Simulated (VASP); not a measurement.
# CdTe (I-4m2) in VASP: further runs

CdTe is run at these levels: PBEsol; tasks: single point.

Program: VASP 6.6.1. These are calculated values, not measurements. Logs are shortened: lines on timing, memory, paths and dates and some standing lists are left out, and cuts for length are marked.

## 1. The cell of the first run

Symmetry: I-4m2, No. 119, tetragonal system. The conventional cell has a = 4.589 Å, b = 4.589 Å, c = 5.840 Å, α = 90.00°, β = 90.00°, γ = 90.00°. Within 3.6 Å of Cd (site symmetry -4m2) lie 4 Te at 2.72 Å. Within 3.6 Å of Te (site symmetry -4m2) lie 4 Cd at 2.72 Å.

## 2. Single point, PBEsol (strain -0.1000 x Voigt [0, 1, 0, 0, 0, 0])

Contents of INCAR:

```
PREC = Accurate ; ENCUT = 520
EDIFF = 1E-6 ; ISMEAR = 0
SIGMA = 0.05 ; LREAL = False
LASPH = True ; NELM = 60
ALGO = Normal ; ISIF = 2
LWAVE = False ; LCHARG = True
GGA = PS ; LELF = True
LVHAR = True ; NBANDS = 16
```

Contents of KPOINTS:

```
regular mesh
0
Gamma
  8 8 8
```

Contents of POSCAR:

```
CdTe
1.0
    0.0000000000      2.9202043743      3.2446715270
    3.2446715270      0.0000000000      3.2446715270
    3.2446715270      2.9202043743      0.0000000000
Cd Te
1 1
Direct
    0.0000000000      0.0000000000      0.0000000000
    0.7500000000      0.7500000000      0.7500000000
```

Potentials or basis: VASP PAW PBE potentials, release 64 (Cd, Te).

Started as:

```sh
cat potpaw_PBE.64/Cd/POTCAR potpaw_PBE.64/Te/POTCAR > POTCAR
mpirun -np 1 vasp_std > vasp.out
```

OUTCAR:

```text
PREC = Accurate
   ENCUT = 520
   EDIFF = 1E-6
   ISMEAR = 0
   LREAL = False
   LASPH = True
   NELM = 60
   ISIF = 2
   GGA = PS

 ion  position               nearest neighbor table
   1  0.000  0.000  0.000-   2 2.72   2 2.72   2 2.72   2 2.72
   2  0.750  0.750  0.750-   1 2.72   1 2.72   1 2.72   1 2.72

  LATTYP: Found a body centered tetragonal cell.
 ALAT       =     4.5886584789
 C/A-ratio  =     1.2727922061

  Lattice vectors:

 A1 = (   0.0000000000,  -2.9202043743,   3.2446715270)
 A2 = (   0.0000000000,  -2.9202043743,  -3.2446715270)
 A3 = (   3.2446715270,   2.9202043743,   0.0000000000)

Analysis of symmetry for initial positions (statically):
=====================================================================
 Subroutine PRICEL returns:
 Original cell was already a primitive cell.

 Routine SETGRP: Setting up the symmetry group for a
 body centered tetragonal supercell.

 Subroutine GETGRP returns: Found  8 space group operations
 (whereof  8 operations were pure point group operations)
 out of a pool of 16 trial point group operations.

The static configuration has the point symmetry D_2d.

Analysis of symmetry for dynamics (positions and initial velocities):
=====================================================================
 Subroutine PRICEL returns:
 Original cell was already a primitive cell.

 Routine SETGRP: Setting up the symmetry group for a
 body centered tetragonal supercell.

 Subroutine GETGRP returns: Found  8 space group operations
 (whereof  8 operations were pure point group operations)
 out of a pool of 16 trial point group operations.

The dynamic configuration has the point symmetry D_2d.

 Subroutine INISYM returns: Found  8 space group operations
 (whereof  8 operations are pure point group operations),
 and found     1 'primitive' translations

----------------------------------------------------------------------------------------

                                     Primitive cell

  volume of cell :      61.4872

  direct lattice vectors                    reciprocal lattice vectors
     0.000000000  2.920204374  3.244671527    -0.154098803  0.171220893  0.154098803
     3.244671527  0.000000000  3.244671527     0.154098803 -0.171220893  0.154098803
     3.244671527  2.920204374  0.000000000     0.154098803  0.171220893 -0.154098803

  length of vectors
     4.365259088  4.588658479  4.365259088     0.277145227  0.277145227  0.277145227

  position of ions in fractional coordinates (direct lattice)
     0.000000000  0.000000000  0.000000000
     0.750000000  0.750000000  0.750000000

  ion indices of the primitive-cell ions
   primitive index   ion index
                 1           1
                 2           2

----------------------------------------------------------------------------------------

 KPOINTS: regular mesh

Automatic generation of k-mesh.
 Grid dimensions read from file:
 generate k-points for:    8    8    8

 Generating k-lattice:

  Cartesian coordinates                     Fractional coordinates (reciprocal lattice)
    -0.019262350  0.021402612  0.019262350     0.125000000  0.000000000  0.000000000
     0.019262350 -0.021402612  0.019262350     0.000000000  0.125000000  0.000000000
     0.019262350  0.021402612 -0.019262350     0.000000000  0.000000000  0.125000000

  Length of vectors
     0.034643153  0.034643153  0.034643153

  Shift w.r.t. Gamma in fractional coordinates (k-lattice)
     0.000000000  0.000000000  0.000000000

 Subroutine IBZKPT returns following result:
 ===========================================

 Found     59 irreducible k-points:

 Following reciprocal coordinates:
            Coordinates               Weight
  0.000000  0.000000  0.000000      1.000000
  0.125000  0.000000  0.000000      8.000000
  0.250000  0.000000  0.000000      8.000000
  0.375000  0.000000  0.000000      8.000000
  0.500000  0.000000  0.000000      4.000000
  0.125000  0.125000  0.000000      4.000000
[... 16 lines left out ...]
  0.250000  0.000000  0.125000      8.000000
  0.375000  0.000000  0.125000      8.000000
 [... further k-points ...]
   k-points           NKPTS =     59   k-points in BZ     NKDIM =     59   number of bands    NBANDS=     16
   number of dos      NEDOS =    301   number of ions     NIONS =      2
   total plane-waves  NPLWV =  36864
   dimension x,y,z NGX =    32 NGY =   36 NGZ =   32
   dimension x,y,z NGXF=    64 NGYF=   72 NGZF=   64
   ions per type =               1   1
   NGX,Y,Z   is equivalent  to a cutoff of  12.19, 13.04, 12.19 a.u.
   NGXF,Y,Z  is equivalent  to a cutoff of  24.37, 26.09, 24.37 a.u.
 SYSTEM =  unknown system
   PREC   = accura    normal or accurate (medium, high low for compatibility)
   ISTART =      0    job   : 0-new  1-cont  2-samecut
   ICHARG =      2    charge: 1-file 2-atom 10-const
   ISPIN  =      1    spin polarized calculation?
   LNONCOLLINEAR =      F non collinear calculations
   LSORBIT =      F    spin-orbit coupling
   LASPH  =      T    aspherical Exc in radial PAW
   ENCUT  =  520.0 eV  38.22 Ry    6.18 a.u.   8.12  8.53  8.12*2*pi/ulx,y,z
   NELM   =     60;   NELMIN=  2; NELMDL= -5     # of ELM steps
   EDIFF  = 0.1E-05   stopping-criterion for ELM
   LREAL  =      F    real-space projection
   EDIFFG = 0.1E-04   stopping-criterion for IOM
   NSW    =      0    number of steps for IOM
   IBRION =     -1    ionic relax: 0-MD 1-quasi-New 2-CG
   NFREE  =      0    steps in history (QN), initial steepest desc. (CG)
   ISIF   =      2    stress and relaxation
   ISYM   =      2    0-nonsym 1-usesym 2-fastsym
   POTIM  = 0.5000    time-step for ionic-motion
   TEBEG  =    0.0;   TEEND  =   0.0 temperature during run
   PSTRESS=    0.0 pullay stress
   NELECT =      18.0000    total number of electrons
   NUPDOWN=      -1.0000    fix difference up-down
   EMIN   =  10.00;   EMAX   =-10.00  energy-range for DOS
   EFERMI =   0.00;   METHOD = LEGACY
   ISMEAR =     0;   SIGMA  =   0.05  broadening in eV -4-tet -1-fermi 0-gaus
   EFERMI_NEDOS =   21; number of points for ismear=-14 and -15
   IALGO  =     38    algorithm
   IMIX   =      4    mixing-type and parameters
     AMIX     =   0.40;   BMIX     =  1.00
     AMIX_MAG =   1.60;   BMIX_MAG =  1.00
  volume/ion in A,a.u.               =      30.74       207.47
  Fermi-wavevector in a.u.,A,eV,Ry     =   1.087020  2.054169 16.076806  1.181612
  Thomas-Fermi vector in A             =   2.223170
   LORBIT       =      0    0 simple, 1 ext, 2 COOP (PROOUT), +10 PAW based schemes
   GGA     = PS    functional components
   LHFCALC =     F    Hartree Fock is set to
   AEXX    =    0.0000 exact exchange contribution
   IVDW    =     0    specifies the selected vdW correction
   LEPSILON=     F    determine dielectric tensor
   LRPA    =     F    only Hartree local field effects (RPA)
 non-spin polarized calculation
 Gauss-broadening in eV      SIGMA  =   0.05
  energy-cutoff  :      520.00
  volume of cell :       61.49
 maximum number of plane-waves:      1669
   NGX = 17   NGY = 17   NGZ = 17

 number of electron      17.9999999 magnetization

 Free energy of the ion-electron system (eV)
  ---------------------------------------------------
  ext. energy  EPLUGINS =         0.00000000
  ---------------------------------------------------
  free energy    TOTEN  =        -5.35975125 eV

  energy without entropy =       -5.35975125  energy(sigma->0) =       -5.35975125

 E-fermi :   3.5933     XC(G=0):  -9.2496

 val. band max:        3.3788129401   @ k =   0.0000   0.0000   0.0000
 cond. band min:       4.1257075523   @ k =   0.0000   0.0000   0.0000
 fundamental gap:      0.7468946121
 Fermi energy:         3.5933321392

 k-point     1 :       0.0000    0.0000    0.0000
  band No.  band energies     occupation
      1      -8.6420      2.00000
      2      -5.4694      2.00000
      3      -5.4694      2.00000
      4      -5.4476      2.00000
      5      -5.1421      2.00000
      6      -5.1047      2.00000
[... 8 lines left out ...]
     15      11.9488      0.00000
     16      12.6261      0.00000

 k-point     2 :       0.1250    0.0000    0.0000
  band No.  band energies     occupation
      1      -8.5665      2.00000
      2      -5.4556      2.00000
      3      -5.4458      2.00000
      4      -5.4112      2.00000
      5      -5.1409      2.00000
      6      -5.1072      2.00000
[... 8 lines left out ...]
     15      11.3569      0.00000
     16      12.0074      0.00000

 k-point     3 :       0.2500    0.0000    0.0000
  band No.  band energies     occupation
      1      -8.3818      2.00000
      2      -5.4269      2.00000
      3      -5.4077      2.00000
      4      -5.2547      2.00000
      5      -5.1323      2.00000
      6      -5.1051      2.00000
[... 8 lines left out ...]
     15      11.5259      0.00000
     16      12.2824      0.00000

 k-point     4 :       0.3750    0.0000    0.0000
  band No.  band energies     occupation
      1      -8.1967      2.00000
      2      -5.4061      2.00000
      3      -5.3754      2.00000
      4      -5.1311      2.00000
      5      -5.1140      2.00000
      6      -4.9158      2.00000
[... 8 lines left out ...]
     15      12.6344      0.00000
     16      12.7659      0.00000
[... 324 lines left out ...]
 k-point    22 :       0.1250    0.0000    0.1250
  band No.  band energies     occupation
      1      -8.5321      2.00000
      2      -5.4417      2.00000
      3      -5.4417      2.00000
      4      -5.4073      2.00000
      5      -5.1330      2.00000
      6      -5.1068      2.00000
[... 8 lines left out ...]
     15      12.1210      0.00000
     16      12.4044      0.00000

 k-point    23 :       0.2500    0.0000    0.1250
  band No.  band energies     occupation
      1      -8.3787      2.00000
      2      -5.4126      2.00000
      3      -5.4096      2.00000
      4      -5.3070      2.00000
      5      -5.1221      2.00000
      6      -5.0892      2.00000
[... 8 lines left out ...]
     15      12.2710      0.00000
     16      12.6181      0.00000

 k-point    24 :       0.3750    0.0000    0.1250
  band No.  band energies     occupation
      1      -8.1967      2.00000
      2      -5.3842      2.00000
      3      -5.3794      2.00000
      4      -5.1902      2.00000
      5      -5.1071      2.00000
      6      -4.9248      2.00000
[... 8 lines left out ...]
     15      12.7815      0.00000
     16      13.3274      0.00000

 [... further k-points ...]
[... 5 lines left out ...]
  --------------------------------------------------------------------------------------
  -------------------------------------------------------------------------------------
  Total        2.0231090      2.3477021      2.0231090      0.0000000      0.0000000      0.0000000
  in kB       52.7163263     61.1742768     52.7163263      0.0000000      0.0000000      0.0000000
  external PRESSURE =      55.5356431 kB  Pullay stress =       0.0000000 kB

 VOLUME and BASIS-vectors are now :
 -----------------------------------------------------------------------------
  energy-cutoff  :      520.00
  volume of cell :       61.49
      direct lattice vectors                 reciprocal lattice vectors
     0.000000000  2.920204374  3.244671527    -0.154098803  0.171220893  0.154098803
     3.244671527  0.000000000  3.244671527     0.154098803 -0.171220893  0.154098803
     3.244671527  2.920204374  0.000000000     0.154098803  0.171220893 -0.154098803

 POSITION                                       TOTAL-FORCE (eV/Angst)
 -----------------------------------------------------------------------------------
      0.00000      0.00000      0.00000         0.000000      0.000000     -0.000000
      4.86701      4.38031      4.86701        -0.000000     -0.000000      0.000000
 -----------------------------------------------------------------------------------
    total drift:                               -0.000002     -0.000000     -0.000002

  FREE ENERGIE OF THE ION-ELECTRON SYSTEM (eV)
  ---------------------------------------------------
  free  energy   TOTEN  =        -5.3597512491 eV

  energy  without entropy=       -5.3597512491  energy(sigma->0) =       -5.35975125
```

It took 23 s on 1 thread of Intel Xeon 6975P-C (Granite Rapids), shared host; peak memory 0.21 GiB.

What came out:

| Quantity | Value |
| --- | --- |
| Free energy | -5.3598 eV |
| Pressure | 5.6 GPa |
| Band gap on the k mesh | 0.75 eV, direct |

Caveat: the cell differs from its parent crystal (strain -0.1000 x Voigt [0, 1, 0, 0, 0, 0]); the PAW data sets were made with another functional, which shifts forces and pressure a little; spin-orbit coupling is left out, which moves the levels of the heavy elements.

(Continued in part 2 of 2.)
